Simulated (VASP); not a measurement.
Crystal: La.

```
La
1.0
     3.75000    0.00000    0.00000
    -1.87500    3.24760    0.00000
     0.00000    0.00000    6.07000
La
2
Direct
  0.66667 0.33333 0.75000
  0.33333 0.66667 0.25000
```

```yaml
Program: VASP 6.6.1
Task: relaxation of cell and atoms
Functional: RPBE
Potentials_or_basis: VASP PAW PBE potentials, release 64 (La)
Cutoff: 600 eV
k_mesh: 8 × 8 × 5
Occupations: fermi-dirac, width 0.05 eV
Spin: no spin polarisation
```

At the start: pressure 2.1 GPa; volume 36.96 Å³/atom.

Q: Where does the relaxation end?

A: Over 9 steps the energy falls by 19.1 meV/atom and the volume is 39.92 Å³/atom (+8.0 %); space group P6_3/mmc (No. 194, to 0.1 Å) before and after.

The path:
```
step  energy change (eV)  largest force (eV/Å)  pressure (GPa)  volume (Å³)
   1              0.0000                0.0000            2.06        73.92
   2             -0.0365                0.0000            0.21        79.14
   3             -0.0370                0.0000           -0.01        79.89
   4             -0.0370                0.0000           -0.06        80.01
   5             -0.0376                0.0000           -0.05        80.02
   6             -0.0381                0.0000           -0.04        80.03
   7             -0.0381                0.0000           -0.05        80.03
   8             -0.0381                0.0000           -0.05        80.03
   9             -0.0381                0.0000            0.01        79.83
```

Final structure:
```xyz
2
Lattice="3.8733 0.0000 0.0000 -1.9367 3.3544 0.0000 0.0000 0.0000 6.1444" Properties=species:S:1:pos:R:3 pbc="T T T"
La    1.9367    1.1181    4.6083
La    0.0000    2.2363    1.5361
```

Caveat: the PAW data sets were made with another functional, which shifts forces and pressure a little.
